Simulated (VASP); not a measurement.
## SnSe: single point with PBE

SnSe:

```
Sn Se
1.0
     0.00000    3.04961    3.04961
     3.04961    0.00000    3.04961
     3.04961    3.04961    0.00000
Sn Se
1 1
Direct
  0.00000 0.00000 0.00000
  0.50000 0.50000 0.50000
```

This cell differs from its parent crystal: volume scaled by 1.04.

```json
{"Program": "VASP 6.6.1", "Task": "single point", "Functional": "PBE", "Potentials or basis": "VASP PAW PBE potentials, release 64 (Sn_d, Se)", "Cutoff": "520 eV", "k mesh": "9 × 9 × 9", "Occupations": "fermi-dirac, width 0.02 eV", "Spin": "no spin polarisation"}
```

```
Pressure : -0.9 GPa
```

Levels at points of the mesh, in eV from the Fermi level:
| k point | band 8 | band 9 | band 10 | band 11 | band 12 | band 13 |
| --- | --- | --- | --- | --- | --- | --- |
| (0.00, 0.00, 0.00) | -2.29 | -2.29 | -2.29 | 3.95 | 3.95 | 3.95 |

Run time: 17 s on 1 thread of Intel(R) Xeon(R) Platinum 8259CL CPU @ 2.50GHz (Skylake/Cascade Lake) (shared host), peak memory 0.19 GiB.

Caveat: this odd mesh misses L, where the gap lies, so gap, dielectric constants and Born charges aren't listed; spin-orbit coupling is left out, which moves the levels of the heavy elements.
